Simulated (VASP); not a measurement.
# Nb in VASP: a series of runs

Runs on Nb. Level: PBE. Tasks: single point.

Program: VASP 6.6.1. These are calculated values, not measurements. Logs are shortened: lines on timing, memory, paths and dates and some standing lists are left out, and cuts for length are marked.

### 1 The cell of the first run

The cell holds a sheet with vacuum, 6 atoms: a = 7.408 Å, b = 7.408 Å, c = 14.000 Å, α = 90.00°, β = 90.00°, γ = 120.00°.

The cell was generated, and may not be a known phase.

### 2 Single point, PBE

INCAR

```
ALGO = Normal
DIPOL = 0.5 0.5 0.500
EDIFF = 1E-6
ENCUT = 520
GGA = PE
IDIPOL = 3
ISIF = 2
ISMEAR = 0
LASPH = True
LCHARG = False
LDIPOL = True
LREAL = False
LWAVE = False
NBANDS = 48
NELM = 60
PREC = Accurate
SIGMA = 0.1
```

KPOINTS

```
k-points
0
Gamma
  3 3 1
```

POSCAR

```
Nb
1.0
    7.4079560000      0.0000000000      0.0000000000
   -3.7039780000      6.4154780000      0.0000000000
    0.0000000000      0.0000000000     14.0000000000
Nb
6
Direct
    0.6937713800      0.0000000000      0.5000000000
    0.0000000000      0.6937713800      0.5000000000
    0.3062286200      0.3062286200      0.5000000000
    0.3062286200      0.0000000000      0.5000000000
    0.0000000000      0.3062286200      0.5000000000
    0.6937713800      0.6937713800      0.5000000000
```

Potentials or basis: VASP PAW PBE potentials, release 64 (Nb_sv).

On the command line:

```
cat potpaw_PBE.64/Nb_sv/POTCAR > POTCAR
mpirun -np 1 vasp_std > vasp.out
```

OUTCAR:

```text
EDIFF = 1E-6
   ENCUT = 520
   GGA = PE
   ISIF = 2
   ISMEAR = 0
   LASPH = True
   LREAL = False
   NELM = 60
   PREC = Accurate

 ion  position               nearest neighbor table
   1  0.694  0.000  0.500-   5 2.27   6 2.27   4 2.87
   2  0.000  0.694  0.500-   4 2.27   6 2.27   5 2.87
   3  0.306  0.306  0.500-   4 2.27   5 2.27   6 2.87
   4  0.306  0.000  0.500-   2 2.27   3 2.27   1 2.87
   5  0.000  0.306  0.500-   1 2.27   3 2.27   2 2.87
   6  0.694  0.694  0.500-   1 2.27   2 2.27   3 2.87

  LATTYP: Found a hexagonal cell.
 ALAT       =     7.4079560000
 C/A-ratio  =     1.8898600370

  Lattice vectors:

 A1 = (   7.4079560000,   0.0000000000,   0.0000000000)
 A2 = (  -3.7039780000,   6.4154780000,   0.0000000000)
 A3 = (   0.0000000000,   0.0000000000,  14.0000000000)

Analysis of symmetry for initial positions (statically):
=====================================================================
 Subroutine PRICEL returns:
 Original cell was already a primitive cell.

 Routine SETGRP: Setting up the symmetry group for a
 hexagonal supercell.

 Subroutine GETGRP returns: Found 24 space group operations
 (whereof 24 operations were pure point group operations)
 out of a pool of 24 trial point group operations.

The static configuration has the point symmetry D_6h.

Analysis of symmetry for dynamics (positions and initial velocities):
=====================================================================
 Subroutine PRICEL returns:
 Original cell was already a primitive cell.

 Routine SETGRP: Setting up the symmetry group for a
 hexagonal supercell.

 Subroutine GETGRP returns: Found 24 space group operations
 (whereof 24 operations were pure point group operations)
 out of a pool of 24 trial point group operations.

The dynamic configuration has the point symmetry D_6h.

 Subroutine INISYM returns: Found 24 space group operations
 (whereof 24 operations are pure point group operations),
 and found     1 'primitive' translations

----------------------------------------------------------------------------------------

                                     Primitive cell

  volume of cell :     665.3581

  direct lattice vectors                    reciprocal lattice vectors
     7.407956000  0.000000000  0.000000000     0.134990003  0.077936515  0.000000000
    -3.703978000  6.415478000  0.000000000     0.000000000  0.155873031  0.000000000
     0.000000000  0.000000000 14.000000000     0.000000000  0.000000000  0.071428571

  length of vectors
     7.407956000  7.407955925 14.000000000     0.155873029  0.155873031  0.071428571

  position of ions in fractional coordinates (direct lattice)
     0.693771380  0.000000000  0.500000000
     0.000000000  0.693771380  0.500000000
     0.306228620  0.306228620  0.500000000
     0.306228620  0.000000000  0.500000000
     0.000000000  0.306228620  0.500000000
     0.693771380  0.693771380  0.500000000

  ion indices of the primitive-cell ions
   primitive index   ion index
                 1           1
                 2           2
                 3           3
                 4           4
                 5           5
                 6           6

----------------------------------------------------------------------------------------

 KPOINTS: k-points

Automatic generation of k-mesh.
 Grid dimensions read from file:
 generate k-points for:    3    3    1

 Generating k-lattice:

  Cartesian coordinates                     Fractional coordinates (reciprocal lattice)
     0.044996668  0.025978838  0.000000000     0.333333333 -0.000000000  0.000000000
     0.000000000  0.051957677  0.000000000     0.000000000  0.333333333  0.000000000
     0.000000000  0.000000000  0.071428571     0.000000000  0.000000000  1.000000000

  Length of vectors
     0.051957676  0.051957677  0.071428571

  Shift w.r.t. Gamma in fractional coordinates (k-lattice)
     0.000000000  0.000000000  0.000000000

 Subroutine IBZKPT returns following result:
 ===========================================

 Found      3 irreducible k-points:

 Following reciprocal coordinates:
            Coordinates               Weight
  0.000000  0.000000  0.000000      1.000000
  0.333333  0.000000  0.000000      6.000000
  0.333333  0.333333  0.000000      2.000000
   k-points           NKPTS =      3   k-points in BZ     NKDIM =      3   number of bands    NBANDS=     48
   number of dos      NEDOS =    301   number of ions     NIONS =      6
   total plane-waves  NPLWV = 338688
   dimension x,y,z NGX =    56 NGY =   56 NGZ =  108
   dimension x,y,z NGXF=   112 NGYF=  112 NGZF=  216
   ions per type =               6
   NGX,Y,Z   is equivalent  to a cutoff of  12.57, 12.57, 12.82 a.u.
   NGXF,Y,Z  is equivalent  to a cutoff of  25.13, 25.13, 25.65 a.u.
 SYSTEM =  unknown system
   PREC   = accura    normal or accurate (medium, high low for compatibility)
   ISTART =      0    job   : 0-new  1-cont  2-samecut
   ICHARG =      2    charge: 1-file 2-atom 10-const
   ISPIN  =      1    spin polarized calculation?
   LNONCOLLINEAR =      F non collinear calculations
   LSORBIT =      F    spin-orbit coupling
   LASPH  =      T    aspherical Exc in radial PAW
   ENCUT  =  520.0 eV  38.22 Ry    6.18 a.u.  13.77 13.77 26.03*2*pi/ulx,y,z
   NELM   =     60;   NELMIN=  2; NELMDL= -5     # of ELM steps
   EDIFF  = 0.1E-05   stopping-criterion for ELM
   LREAL  =      F    real-space projection
   EDIFFG = 0.1E-04   stopping-criterion for IOM
   NSW    =      0    number of steps for IOM
   IBRION =     -1    ionic relax: 0-MD 1-quasi-New 2-CG
   NFREE  =      0    steps in history (QN), initial steepest desc. (CG)
   ISIF   =      2    stress and relaxation
   ISYM   =      2    0-nonsym 1-usesym 2-fastsym
   POTIM  = 0.5000    time-step for ionic-motion
   TEBEG  =    0.0;   TEEND  =   0.0 temperature during run
   PSTRESS=    0.0 pullay stress
   NELECT =      78.0000    total number of electrons
   NUPDOWN=      -1.0000    fix difference up-down
   EMIN   =  10.00;   EMAX   =-10.00  energy-range for DOS
   EFERMI =   0.00;   METHOD = LEGACY
   ISMEAR =     0;   SIGMA  =   0.10  broadening in eV -4-tet -1-fermi 0-gaus
   EFERMI_NEDOS =   21; number of points for ismear=-14 and -15
   IALGO  =     38    algorithm
   IMIX   =      4    mixing-type and parameters
     AMIX     =   0.40;   BMIX     =  1.00
     AMIX_MAG =   1.60;   BMIX_MAG =  1.00
  volume/ion in A,a.u.               =     110.89       748.34
  Fermi-wavevector in a.u.,A,eV,Ry     =   0.801225  1.514096  8.734419  0.641962
  Thomas-Fermi vector in A             =   1.908671
   LORBIT       =      0    0 simple, 1 ext, 2 COOP (PROOUT), +10 PAW based schemes
   GGA     = PE    functional components
   LHFCALC =     F    Hartree Fock is set to
   AEXX    =    0.0000 exact exchange contribution
   IVDW    =     0    specifies the selected vdW correction
   LEPSILON=     F    determine dielectric tensor
   LRPA    =     F    only Hartree local field effects (RPA)
 non-spin polarized calculation
 Gauss-broadening in eV      SIGMA  =   0.10
  energy-cutoff  :      520.00
  volume of cell :      665.36
 maximum number of plane-waves:     17927
 NGX is ok and might be reduce to    56
   NGX = 27   NGY = 27   NGZ = 53

 dipolmoment           0.000000      0.000000     -0.000000 electrons x Angstroem

 number of electron      77.9999998 magnetization

 dipolmoment           0.000000      0.000000      0.000000 electrons x Angstroem

 Free energy of the ion-electron system (eV)
  ---------------------------------------------------
  ext. energy  EPLUGINS =         0.00000000
  ---------------------------------------------------
  free energy    TOTEN  =       -40.23412234 eV

  energy without entropy =      -40.12119629  energy(sigma->0) =      -40.17765931

 E-fermi :  -1.5496     XC(G=0):  -3.4218

 val. band max:       -1.5789615829   @ k =   0.3333   0.0000   0.0000
 cond. band min:      -1.5296394263   @ k =   0.3333   0.3333   0.0000
 fundamental gap:      0.0493221566
 Fermi energy:        -1.5495872781

 k-point     1 :       0.0000    0.0000    0.0000
  band No.  band energies     occupation
      1     -55.9541      2.00000
      2     -55.6582      2.00000
      3     -55.6582      2.00000
      4     -55.1793      2.00000
      5     -55.1793      2.00000
      6     -54.8473      2.00000
[... 40 lines left out ...]
     47      -0.0963      0.00000
     48       0.3397      0.00000

 k-point     2 :       0.3333    0.0000    0.0000
  band No.  band energies     occupation
      1     -55.9330      2.00000
      2     -55.6925      2.00000
      3     -55.6706      2.00000
      4     -55.1659      2.00000
      5     -55.1421      2.00000
      6     -54.8723      2.00000
[... 40 lines left out ...]
     47       0.4683      0.00000
     48       0.6420      0.00000

 k-point     3 :       0.3333    0.3333    0.0000
  band No.  band energies     occupation
      1     -55.9208      2.00000
      2     -55.6941      2.00000
      3     -55.6941      2.00000
      4     -55.1404      2.00000
      5     -55.1404      2.00000
      6     -54.8867      2.00000
[... 40 lines left out ...]
     47       0.7134      0.00000
     48       0.7185      0.00000

------------------------ aborting loop because EDIFF is reached ----------------------------------------

 vacuum level on the upper side and lower side of the slab       (xc-potential included)        -0.212        -0.212

  FORCE on cell =-STRESS in cart. coord.  units (eV):
  Direction    XX          YY          ZZ          XY          YZ          ZX
  --------------------------------------------------------------------------------------
  -------------------------------------------------------------------------------------
  Total        3.1025095      3.1025095     -0.0943827      0.0000000      0.0000000     -0.0000000
  in kB        7.4708198      7.4708196     -0.2272729      0.0000000      0.0000000     -0.0000000
  external PRESSURE =       4.9047888 kB  Pullay stress =       0.0000000 kB

 VOLUME and BASIS-vectors are now :
 -----------------------------------------------------------------------------
  energy-cutoff  :      520.00
  volume of cell :      665.36
      direct lattice vectors                 reciprocal lattice vectors
     7.407956000  0.000000000  0.000000000     0.134990003  0.077936515  0.000000000
    -3.703978000  6.415478000  0.000000000     0.000000000  0.155873031  0.000000000
     0.000000000  0.000000000 14.000000000     0.000000000  0.000000000  0.071428571

 POSITION                                       TOTAL-FORCE (eV/Angst)
 -----------------------------------------------------------------------------------
      5.13943      0.00000      7.00000        -0.892221      0.000000     -0.000000
     -2.56971      4.45088      7.00000         0.446111     -0.772686      0.000000
      1.13426      1.96460      7.00000         0.446111      0.772686      0.000000
      2.26853      0.00000      7.00000         0.892221      0.000000      0.000000
     -1.13426      1.96460      7.00000        -0.446111      0.772686     -0.000000
      2.56971      4.45088      7.00000        -0.446111     -0.772686      0.000000
 -----------------------------------------------------------------------------------
    total drift:                                0.000000      0.000000     -0.000000

  FREE ENERGIE OF THE ION-ELECTRON SYSTEM (eV)
  ---------------------------------------------------
  free  energy   TOTEN  =       -40.2341223363 eV

  energy  without entropy=      -40.1211962923  energy(sigma->0) =      -40.17765931

 vacuum level on the upper side and lower side of the slab         2.408         2.408
```

Wall time 2.7 min (1 thread of Intel Xeon Platinum 8488C (Sapphire Rapids), shared host); peak memory 0.69 GiB.

Results:

| Property | Result |
| --- | --- |
| Free energy | -40.2341 eV |
| Largest force | 0.892 eV/Å |
| Band gap on the k mesh | zero (bands 39 and 40 overlap by 0.81 eV) |

Forces in eV/Å, atoms in the order of the input:
```
Nb  -0.892  0.000  0.000
Nb   0.446 -0.773  0.000
Nb   0.446  0.773  0.000
Nb   0.892  0.000  0.000
Nb  -0.446  0.773  0.000
Nb  -0.446 -0.773  0.000
```

### 3 Single point, PBE

This run uses another cell than the first one.

INCAR

```
ALGO = Normal
DIPOL = 0.5 0.5 0.294
EDIFF = 1E-7
ENCUT = 520
GGA = PE
IDIPOL = 3
ISIF = 2
ISMEAR = 0
LASPH = T
LCHARG = F
LDIPOL = T
LREAL = F
LWAVE = F
NBANDS = 48
NELM = 100
PREC = Accurate
SIGMA = 0.1
```

KPOINTS is that of step 2.

POSCAR

```
Nb
1.0
    7.4579558025      0.0000000000      0.0000000000
   -3.7289779012      6.4587791852      0.0000000000
    0.0000000000      0.0000000000     23.8000000000
Nb
6
Direct
    0.6743436742      0.0000000000      0.2941176471
    0.0000000000      0.6743436742      0.2941176471
    0.3256563258      0.3256563258      0.2941176471
    0.3256563258      0.0000000000      0.2941176471
    0.0000000000      0.3256563258      0.2941176471
    0.6743436742      0.6743436742      0.2941176471
```

Potentials or basis: VASP PAW PBE potentials, release 64 (Nb_sv).

On the command line:

```
cat potpaw_PBE.64/Nb_sv/POTCAR > POTCAR
mpirun -np 1 vasp_std > vasp.out
```

Run time: 7.1 min. Hardware: 1 thread of Intel Xeon Platinum 8488C (Sapphire Rapids), shared host; peak memory 0.96 GiB.

Results (log left out):

```
Free energy            : -40.5332 eV
Largest force          : 0.057 eV/Å
Band gap on the k mesh : zero (bands 39 and 40 overlap by 0.68 eV)
```

Forces on the atoms (eV/Å):
```
Nb  -0.057  0.000  0.000
Nb   0.028 -0.049  0.000
Nb   0.028  0.049  0.000
Nb   0.057  0.000  0.000
Nb  -0.028  0.049  0.000
Nb  -0.028 -0.049  0.000
```

Levels at points of the mesh, in eV from the Fermi level:
```tsv
k point	band 35	band 36	band 37	band 38	band 39	band 40	band 41	band 42	band 43	band 44
(0.00, 0.00, 0.00)	-0.02	-0.02	0.41	0.41	0.61	0.61	0.74	0.74	0.88	0.88
```

The gap in the log of VASP goes by the Fermi energy; the results here count the filled bands.